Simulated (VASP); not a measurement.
# GaCuSe2 (I-42d) in VASP: single point with PBE

Aim: the single point of GaCuSe2 with PBE.

Program: VASP 6.6.1. These are calculated values, not measurements. Logs are shortened: lines on timing, memory, paths and dates and some standing lists are left out, and cuts for length are marked.

## Step 1: The cell of the first run

It takes space group I-42d (No. 122, tetragonal). The conventional cell has a = 5.437 Å, b = 5.437 Å, c = 10.786 Å, α = 90.00°, β = 90.00°, γ = 90.00°. Within 3.1 Å of Ga (site symmetry -4) lie 4 Se at 2.37 Å. Within 3.1 Å of Cu (site symmetry -4) lie 4 Se at 2.32 Å. Within 3.1 Å of Se (site symmetry 2) lie 2 Cu at 2.32 Å and 2 Ga at 2.37 Å.

## Step 2: Single point, PBE (19.93 Å³/atom)

The input, INCAR:

```
PREC     = Accurate       # precision mode
ENCUT    = 520            # plane-wave cutoff, eV
EDIFF    = 1E-7           # SCF threshold, eV
ISMEAR   = 0              # smearing method
SIGMA    = 0.1            # smearing width, eV
LREAL    = False          # projectors in reciprocal space
LASPH    = True           # aspherical terms in the spheres
NELM     = 80             # most SCF steps
ALGO     = Normal         # electronic algorithm
ISIF     = 2              # what is computed and relaxed
LWAVE    = False          # write WAVECAR
LCHARG   = True           # write CHGCAR
GGA      = PE             # functional
LELF     = True           # ELF
LVHAR    = True         
NBANDS   = 46             # bands
```

The input, KPOINTS:

```
regular mesh
0
Gamma
  10 10 10
```

The input, POSCAR:

```
GaCuSe2
1.0
   -2.7184595708      2.7184595708      5.3928944179
    2.7184595708     -2.7184595708      5.3928944179
    2.7184595708      2.7184595708     -5.3928944179
Ga Cu Se
2 2 4
Direct
    0.5000000000      0.5000000000      0.0000000000
    0.2500000000      0.7500000000      0.5000000000
    0.0000000000      0.0000000000      0.0000000000
    0.7500000000      0.2500000000      0.5000000000
    0.3750000000      0.3668663730      0.4918663730
    0.6331336270      0.1250000000      1.0081336270
    0.8750000000      0.8831336270      0.5081336270
    0.1168663730      0.6250000000     -0.0081336270
```

Potentials or basis: VASP PAW PBE potentials, release 64 (Ga_d, Cu, Se).

On the command line:

```console
> cat potpaw_PBE.64/Ga_d/POTCAR potpaw_PBE.64/Cu/POTCAR potpaw_PBE.64/Se/POTCAR > POTCAR
> mpirun -np 1 vasp_std > vasp.out
```

OUTCAR:

```text
PREC = Accurate
   ENCUT = 520
   EDIFF = 1E-7
   ISMEAR = 0
   LREAL = False
   LASPH = True
   NELM = 80
   ISIF = 2
   GGA = PE

 ion  position               nearest neighbor table
   1  0.500  0.500  0.000-   5 2.37   6 2.37   8 2.37   7 2.37
   2  0.250  0.750  0.500-   8 2.37   5 2.37   7 2.37   6 2.37
   3  0.000  0.000  0.000-   6 2.32   5 2.32   7 2.32   8 2.32
   4  0.750  0.250  0.500-   7 2.32   6 2.32   5 2.32   8 2.32
   5  0.375  0.367  0.492-   3 2.32   4 2.32   1 2.37   2 2.37
   6  0.633  0.125  0.008-   3 2.32   4 2.32   1 2.37   2 2.37
   7  0.875  0.883  0.508-   4 2.32   3 2.32   2 2.37   1 2.37
   8  0.117  0.625  0.992-   3 2.32   4 2.32   2 2.37   1 2.37

  LATTYP: Found a body centered tetragonal cell.
 ALAT       =     5.4369191416
 C/A-ratio  =     1.9838052682

  Lattice vectors:

 A1 = (  -2.7184595708,   2.7184595708,   5.3928944179)
 A2 = (   2.7184595708,  -2.7184595708,   5.3928944179)
 A3 = (   2.7184595708,   2.7184595708,  -5.3928944179)

Analysis of symmetry for initial positions (statically):
=====================================================================
 Subroutine PRICEL returns:
 Original cell was already a primitive cell.

 Routine SETGRP: Setting up the symmetry group for a
 body centered tetragonal supercell.

 Subroutine GETGRP returns: Found  8 space group operations
 (whereof  4 operations were pure point group operations)
 out of a pool of 16 trial point group operations.

The static configuration has the point symmetry S_4 .
 The point group associated with its full space group is D_2d.

Analysis of symmetry for dynamics (positions and initial velocities):
=====================================================================
 Subroutine PRICEL returns:
 Original cell was already a primitive cell.

 Routine SETGRP: Setting up the symmetry group for a
 body centered tetragonal supercell.

 Subroutine GETGRP returns: Found  8 space group operations
 (whereof  4 operations were pure point group operations)
 out of a pool of 16 trial point group operations.

The dynamic configuration has the point symmetry S_4 .
 The point group associated with its full space group is D_2d.

 Subroutine INISYM returns: Found  8 space group operations
 (whereof  4 operations are pure point group operations),
 and found     1 'primitive' translations

----------------------------------------------------------------------------------------

                                     Primitive cell

  volume of cell :     159.4144

  direct lattice vectors                    reciprocal lattice vectors
    -2.718459571  2.718459571  5.392894418     0.000000000  0.183927694  0.092714591
     2.718459571 -2.718459571  5.392894418     0.183927694  0.000000000  0.092714591
     2.718459571  2.718459571 -5.392894418     0.183927694  0.183927694  0.000000000

  length of vectors
     6.622941573  6.622941573  6.622941573     0.205974251  0.205974251  0.260113039

  position of ions in fractional coordinates (direct lattice)
     0.500000000  0.500000000  0.000000000
     0.250000000  0.750000000  0.500000000
     0.000000000  0.000000000  0.000000000
     0.750000000  0.250000000  0.500000000
     0.375000000  0.366866373  0.491866373
     0.633133627  0.125000000  0.008133627
     0.875000000  0.883133627  0.508133627
     0.116866373  0.625000000  0.991866373

  ion indices of the primitive-cell ions
   primitive index   ion index
                 1           1
                 2           2
                 3           3
                 4           4
                 5           5
                 6           6
                 7           7
                 8           8

----------------------------------------------------------------------------------------

 KPOINTS: regular mesh

Automatic generation of k-mesh.
 Grid dimensions read from file:
 generate k-points for:   10   10   10

 Generating k-lattice:

  Cartesian coordinates                     Fractional coordinates (reciprocal lattice)
     0.000000000  0.018392769  0.009271459     0.100000000 -0.000000000  0.000000000
     0.018392769  0.000000000  0.009271459    -0.000000000  0.100000000  0.000000000
     0.018392769  0.018392769  0.000000000     0.000000000  0.000000000  0.100000000

  Length of vectors
     0.020597425  0.020597425  0.026011304

  Shift w.r.t. Gamma in fractional coordinates (k-lattice)
     0.000000000  0.000000000  0.000000000

 Subroutine IBZKPT returns following result:
 ===========================================

 Found    102 irreducible k-points:

 Following reciprocal coordinates:
            Coordinates               Weight
  0.000000  0.000000  0.000000      1.000000
  0.100000  0.000000  0.000000      8.000000
  0.200000  0.000000  0.000000      8.000000
  0.300000  0.000000  0.000000      8.000000
  0.400000  0.000000  0.000000      8.000000
  0.500000  0.000000  0.000000      4.000000
[... 16 lines left out ...]
  0.300000  0.300000  0.000000      8.000000
  0.400000  0.300000  0.000000     16.000000
 [... further k-points ...]
   k-points           NKPTS =    102   k-points in BZ     NKDIM =    102   number of bands    NBANDS=     46
   number of dos      NEDOS =    301   number of ions     NIONS =      8
   total plane-waves  NPLWV = 125000
   dimension x,y,z NGX =    50 NGY =   50 NGZ =   50
   dimension x,y,z NGXF=   100 NGYF=  100 NGZF=  100
   ions per type =               2   2   4
   NGX,Y,Z   is equivalent  to a cutoff of  12.55, 12.55, 12.55 a.u.
   NGXF,Y,Z  is equivalent  to a cutoff of  25.10, 25.10, 25.10 a.u.
 SYSTEM =  unknown system
   PREC   = accura    normal or accurate (medium, high low for compatibility)
   ISTART =      0    job   : 0-new  1-cont  2-samecut
   ICHARG =      2    charge: 1-file 2-atom 10-const
   ISPIN  =      1    spin polarized calculation?
   LNONCOLLINEAR =      F non collinear calculations
   LSORBIT =      F    spin-orbit coupling
   LASPH  =      T    aspherical Exc in radial PAW
   ENCUT  =  520.0 eV  38.22 Ry    6.18 a.u.  12.31 12.31 12.31*2*pi/ulx,y,z
   NELM   =     80;   NELMIN=  2; NELMDL= -5     # of ELM steps
   EDIFF  = 0.1E-06   stopping-criterion for ELM
   LREAL  =      F    real-space projection
   EDIFFG = 0.1E-05   stopping-criterion for IOM
   NSW    =      0    number of steps for IOM
   IBRION =     -1    ionic relax: 0-MD 1-quasi-New 2-CG
   NFREE  =      0    steps in history (QN), initial steepest desc. (CG)
   ISIF   =      2    stress and relaxation
   ISYM   =      2    0-nonsym 1-usesym 2-fastsym
   POTIM  = 0.5000    time-step for ionic-motion
   TEBEG  =    0.0;   TEEND  =   0.0 temperature during run
   PSTRESS=    0.0 pullay stress
   NELECT =      72.0000    total number of electrons
   NUPDOWN=      -1.0000    fix difference up-down
   EMIN   =  10.00;   EMAX   =-10.00  energy-range for DOS
   EFERMI =   0.00;   METHOD = LEGACY
   ISMEAR =     0;   SIGMA  =   0.10  broadening in eV -4-tet -1-fermi 0-gaus
   EFERMI_NEDOS =   21; number of points for ismear=-14 and -15
   IALGO  =     38    algorithm
   IMIX   =      4    mixing-type and parameters
     AMIX     =   0.40;   BMIX     =  1.00
     AMIX_MAG =   1.60;   BMIX_MAG =  1.00
  volume/ion in A,a.u.               =      19.93       134.47
  Fermi-wavevector in a.u.,A,eV,Ry     =   1.256058  2.373606 21.465671  1.577682
  Thomas-Fermi vector in A             =   2.389785
   LORBIT       =      0    0 simple, 1 ext, 2 COOP (PROOUT), +10 PAW based schemes
   GGA     = PE    functional components
   LHFCALC =     F    Hartree Fock is set to
   AEXX    =    0.0000 exact exchange contribution
   IVDW    =     0    specifies the selected vdW correction
   LEPSILON=     F    determine dielectric tensor
   LRPA    =     F    only Hartree local field effects (RPA)
 non-spin polarized calculation
 Gauss-broadening in eV      SIGMA  =   0.10
  energy-cutoff  :      520.00
  volume of cell :      159.41
 maximum number of plane-waves:      4314
 NGX is ok and might be reduce to    50
   NGX = 25   NGY = 25   NGZ = 25

 number of electron      72.0000025 magnetization

 Free energy of the ion-electron system (eV)
  ---------------------------------------------------
  ext. energy  EPLUGINS =         0.00000000
  ---------------------------------------------------
  free energy    TOTEN  =       -30.47029343 eV

  energy without entropy =      -30.47029339  energy(sigma->0) =      -30.47029341

 E-fermi :   5.2640     XC(G=0): -10.0554

 val. band max:        4.9808526224   @ k =   0.0000   0.0000   0.0000
 cond. band min:       5.5461385014   @ k =   0.0000   0.0000   0.0000
 fundamental gap:      0.5652858790
 Fermi energy:         5.2640466276

 k-point     1 :       0.0000    0.0000    0.0000
  band No.  band energies     occupation
      1     -10.8033      2.00000
      2     -10.8025      2.00000
      3     -10.8025      2.00000
      4     -10.6007      2.00000
      5     -10.5822      2.00000
      6     -10.5822      2.00000
[... 38 lines left out ...]
     45      10.2295      0.00000
     46      10.4529      0.00000

 k-point     2 :       0.1000    0.0000    0.0000
  band No.  band energies     occupation
      1     -10.8072      2.00000
      2     -10.8034      2.00000
      3     -10.8006      2.00000
      4     -10.6071      2.00000
      5     -10.5893      2.00000
      6     -10.5816      2.00000
[... 38 lines left out ...]
     45      10.2834      0.00000
     46      10.5102      0.00000

 k-point     3 :       0.2000    0.0000    0.0000
  band No.  band energies     occupation
      1     -10.8165      2.00000
      2     -10.8060      2.00000
      3     -10.7950      2.00000
      4     -10.6282      2.00000
      5     -10.5943      2.00000
      6     -10.5801      2.00000
[... 1018 lines left out ...]
     45      10.5712      0.00000
     46      11.3470      0.00000

 k-point    24 :       0.4000    0.3000    0.0000
  band No.  band energies     occupation
      1     -10.8362      2.00000
      2     -10.8256      2.00000
      3     -10.7515      2.00000
      4     -10.7027      2.00000
      5     -10.5932      2.00000
      6     -10.5861      2.00000
[... 38 lines left out ...]
     45      10.4539      0.00000
     46      11.0578      0.00000

 [... further k-points ...]
[... 5 lines left out ...]
  --------------------------------------------------------------------------------------
  -------------------------------------------------------------------------------------
  Total       10.6884841     10.6884841     10.6829079      0.0000000     -0.0000000      0.0000000
  in kB      107.4234340    107.4234340    107.3673912      0.0000000     -0.0000000      0.0000000
  external PRESSURE =     107.4047530 kB  Pullay stress =       0.0000000 kB

 VOLUME and BASIS-vectors are now :
 -----------------------------------------------------------------------------
  energy-cutoff  :      520.00
  volume of cell :      159.41
      direct lattice vectors                 reciprocal lattice vectors
    -2.718459571  2.718459571  5.392894418     0.000000000  0.183927694  0.092714591
     2.718459571 -2.718459571  5.392894418     0.183927694  0.000000000  0.092714591
     2.718459571  2.718459571 -5.392894418     0.183927694  0.183927694  0.000000000

 POSITION                                       TOTAL-FORCE (eV/Angst)
 -----------------------------------------------------------------------------------
      0.00000      0.00000      5.39289        -0.000000      0.000000     -0.000000
      2.71846      0.00000      2.69645        -0.000000     -0.000000      0.000000
      0.00000      0.00000      0.00000        -0.000000      0.000000     -0.000000
      0.00000      2.71846      2.69645        -0.000000     -0.000000     -0.000000
      1.31501      1.35923      1.34822         0.016213      0.000000     -0.000000
     -1.35923      1.40345      4.04467        -0.000000     -0.016213     -0.000000
      1.40345      1.35923      6.74112        -0.016213     -0.000000     -0.000000
      4.07769      1.31501     -1.34822        -0.000000      0.016213     -0.000000
 -----------------------------------------------------------------------------------
    total drift:                                0.000002      0.000002     -0.000003

  FREE ENERGIE OF THE ION-ELECTRON SYSTEM (eV)
  ---------------------------------------------------
  free  energy   TOTEN  =       -30.4702934331 eV

  energy  without entropy=      -30.4702933932  energy(sigma->0) =      -30.47029341
```

Wall time 16 min (1 thread of Intel Xeon Platinum 8488C (Sapphire Rapids), shared host); peak memory 0.79 GiB.

What came out:

```
Free energy            : -30.4703 eV
Pressure               : 10.7 GPa
Largest force          : 0.016 eV/Å
Band gap on the k mesh : 0.57 eV
```

Forces in eV/Å, atoms in the order of the input:
```
Ga   0.000  0.000  0.000
Ga   0.000  0.000  0.000
Cu   0.000  0.000  0.000
Cu   0.000  0.000  0.000
Se   0.016  0.000  0.000
Se   0.000 -0.016  0.000
Se  -0.016  0.000  0.000
Se   0.000  0.016  0.000
```

Levels at points of the mesh, in eV from the valence-band top:
| k point | band 32 | band 33 | band 34 | band 35 | band 36 | band 37 | band 38 | band 39 | band 40 | band 41 |
| --- | --- | --- | --- | --- | --- | --- | --- | --- | --- | --- |
| (0.00, 0.00, 0.00) | -2.08 | -1.96 | -0.10 | -0.10 | 0.00 | 0.57 | 1.73 | 2.21 | 3.99 | 3.99 |
| (0.50, 0.00, 0.00) | -1.68 | -1.59 | -1.51 | -1.42 | -0.72 | 2.49 | 2.76 | 3.20 | 4.23 | 4.26 |
| (0.50, 0.50, 0.00) | -1.63 | -0.99 | -0.99 | -0.62 | -0.62 | 1.29 | 1.29 | 3.48 | 3.48 | 4.77 |
| (0.50, 0.50, 0.50) | -1.57 | -1.49 | -1.49 | -1.15 | -1.15 | 1.76 | 1.76 | 1.82 | 1.82 | 2.83 |

Caveat: the cell stands under pressure; semilocal functionals underestimate gaps, and a narrow one can read as zero. A k mesh can miss the band edges.
